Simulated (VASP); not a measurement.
Here is a VASP 6.6.1 calculation.

INCAR

```
PREC     = Accurate       # precision mode
ENCUT    = 600            # plane-wave cutoff, eV
EDIFF    = 1E-6           # SCF threshold, eV
ISMEAR   = 0              # smearing method
SIGMA    = 0.1            # smearing width, eV
LREAL    = F              # projectors in reciprocal space
LASPH    = T              # aspherical terms in the spheres
NELM     = 100            # most SCF steps
ALGO     = Normal         # electronic algorithm
ISIF     = 3              # what is computed and relaxed
LWAVE    = F              # write WAVECAR
LCHARG   = F              # write CHGCAR
GGA      = PE             # functional
IBRION   = 2              # ionic algorithm
NSW      = 90             # ionic steps
EDIFFG   = -0.04          # ionic threshold
```

File KPOINTS:

```
Automatic mesh
0
Gamma
  4 4 4
```

POSCAR

```
W3O
1.0
    3.7874369900      0.0000000000      0.0000000000
    0.0000000000      3.7874369900      0.0000000000
    0.0000000000      0.0000000000      3.7874369900
W O
3 1
Direct
    0.0000000000      0.5000000000      0.5000000000
    0.5000000000      0.0000000000      0.5000000000
    0.5000000000      0.5000000000      0.0000000000
    0.0000000000      0.0000000000      0.0000000000
```

Potentials or basis: VASP PAW PBE potentials, release 64 (W_sv, O).

Launch:

```console
$ cat potpaw_PBE.64/W_sv/POTCAR potpaw_PBE.64/O/POTCAR > POTCAR
$ mpirun -np 1 vasp_std > vasp.out
```

(1) Estimate the relaxed cell.

(2) Estimate the relaxed volume.

(3) Estimate the space group after relaxing (to 0.05 Å).

(4) Estimate the band gap on the k mesh.

## Answers

(1) a = 3.891 Å, b = 3.891 Å, c = 3.891 Å, α = 90.00°, β = 90.00°, γ = 90.00°.

(2) 14.73 Å³/atom.

(3) Pm-3m (No. 221).

(4) zero (band 24 reaches 11.01 eV, above the bottom of band 25 at 9.17 eV).

Caveat: the k points lie up to 0.40 Å⁻¹ apart in the final cell; spin-orbit coupling is left out, which moves the levels of the heavy elements.
